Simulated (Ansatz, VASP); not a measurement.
## Na in VASP and in Ansatz

```xyz
29
Lattice="-6.5024 6.5024 6.5024 6.5024 -6.5024 6.5024 6.5024 6.5024 -6.5024" Properties=species:S:1:pos:R:3 pbc="T T T"
Na    0.0000    0.0000    0.0000
Na   -4.1337    4.1337    4.1337
Na   -1.2013    1.2013    3.6699
Na    1.2013   -1.2013    3.6699
Na   -1.7985    1.7985    7.0744
Na    4.1337   -4.1337    4.1337
Na    1.7985   -1.7985    7.0744
Na    1.2013    1.2013    9.3350
Na   -1.2013    3.6699    1.2013
Na    3.6699   -1.2013    1.2013
Na    1.7985    1.7985    5.9305
Na   -0.5719    4.7039    4.7039
Na    4.7039   -0.5719    4.7039
Na    2.3687    2.3687    2.3687
Na    1.2013    3.6699   -1.2013
Na    3.6699    1.2013   -1.2013
Na   -1.7985    7.0744    1.7985
Na    7.0744   -1.7985    1.7985
Na    1.7985    5.9305    1.7985
Na    5.9305    1.7985    1.7985
Na    2.8325    5.3011    5.3011
Na    5.3011    2.8325    5.3011
Na    4.1337    4.1337   -4.1337
Na    1.7985    7.0744   -1.7985
Na    7.0744    1.7985   -1.7985
Na    4.7039    4.7039   -0.5719
Na    1.2013    9.3350    1.2013
Na    9.3350    1.2013    1.2013
Na    5.3011    5.3011    2.8325
```

Alike in both runs: task single point; functional PBE; k mesh 2 × 2 × 2; occupations gaussian, width 0.1 eV; no spin polarisation.

|  | VASP | Ansatz |
| --- | --- | --- |
| version | VASP 6.6.1 | Ansatz 0.2.0 |
| potentials or method | VASP PAW PBE potentials, release 64 (Na_pv), cutoff 520 eV | scalar-relativistic, plane waves, PAW |
| valence electrons in the cell | 203 | 261 |

```csv
,VASP,Ansatz,Ansatz less VASP
gap on the k mesh at the Fermi level (eV),none,none,-
pressure (GPa),0.0,0.0,0.00
rms of the force components (eV/Å),0.003,0.004,+0.0002
```

Atom by atom the forces differ by 0.000 eV/Å (rms over components). A gap of «none» marks a metal or a gap that the smearing closes. VASP's potentials hold 203 valence electrons a cell and Ansatz's 261, so a difference there can come from the potentials and not from the codes.
